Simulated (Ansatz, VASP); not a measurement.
**KZnF3 in VASP and in Ansatz**

File INCAR:

```
PREC = Accurate
ENCUT = 520
EDIFF = 1E-6
ISMEAR = 0
SIGMA = 0.05
LREAL = False
LASPH = True
NELM = 60
ALGO = Normal
ISIF = 2
LWAVE = False
LCHARG = True
GGA = PE
LELF = True
LVHAR = True
NBANDS = 29
```

File KPOINTS:

```
regular mesh
0
Gamma
  6 6 6
```

File POSCAR:

```
KZnF3
1.0
    4.0500000000      0.0000000000      0.0000000000
    0.0000000000      4.2018750000      0.0000000000
    0.0000000000      0.0000000000      4.0500000000
K Zn F
1 1 3
Direct
    0.0000000000      0.0000000000      0.0000000000
    0.5000000000      0.5000000000      0.5000000000
    0.5000000000      0.5000000000      0.0000000000
    0.0000000000      0.5000000000      0.5000000000
    0.5000000000      0.0000000000      0.5000000000
```

Input for Ansatz:

```yaml
crystal:
  lattice:
    - [4.05, 0.0, 0.0]
    - [0.0, 4.201875, 0.0]
    - [0.0, 0.0, 4.05]
  atoms:
    - { symbol: K, position: [0.0, 0.0, 0.0] }
    - { symbol: Zn, position: [0.5, 0.5, 0.5] }
    - { symbol: F, position: [0.5, 0.5, 0.0] }
    - { symbol: F, position: [0.0, 0.5, 0.5] }
    - { symbol: F, position: [0.5, 0.0, 0.5] }
basis:
  ecutwfc: 420
kpoints:
  mp_grid: { grid: [6, 6, 6] }
hamiltonian:
  xc: pbe
scf:
  occupations: { method: gaussian, width: 0.05 }
output:
  forces: true
  stress: true
  eigenvalues: true
```

Change from the starting cell: strain +0.0375 x Voigt [0, 1, 0, 0, 0, 0], atoms carried along.

Alike in both runs: task single point; functional PBE; k mesh 6 × 6 × 6; occupations gaussian, width 0.05 eV; no spin polarisation.

|  | VASP | Ansatz |
| --- | --- | --- |
| version | VASP 6.6.1 | Ansatz 0.2.0 |
| potentials or method | VASP PAW PBE potentials, release 64 (K_sv, Zn, F), cutoff 520 eV | scalar-relativistic, plane waves, PAW |
| valence electrons in the cell | 42 | 42 |

VASP gave:

```
gap on the k mesh at the Fermi level (eV)                     : 3.61
least direct gap on the mesh (eV)                             : 5.32
pressure (GPa)                                                : 1.9
traceless stress, the component that is largest in VASP (GPa) : -1.89
```

Question: Which values does Ansatz return?

Answer: gap on the k mesh at the Fermi level (eV): 3.67; least direct gap on the mesh (eV): 5.35; pressure (GPa): 1.6; traceless stress, the component that is largest in VASP (GPa): -1.78.

The functional is the same, so the differences come from potentials, cutoffs and numerics.
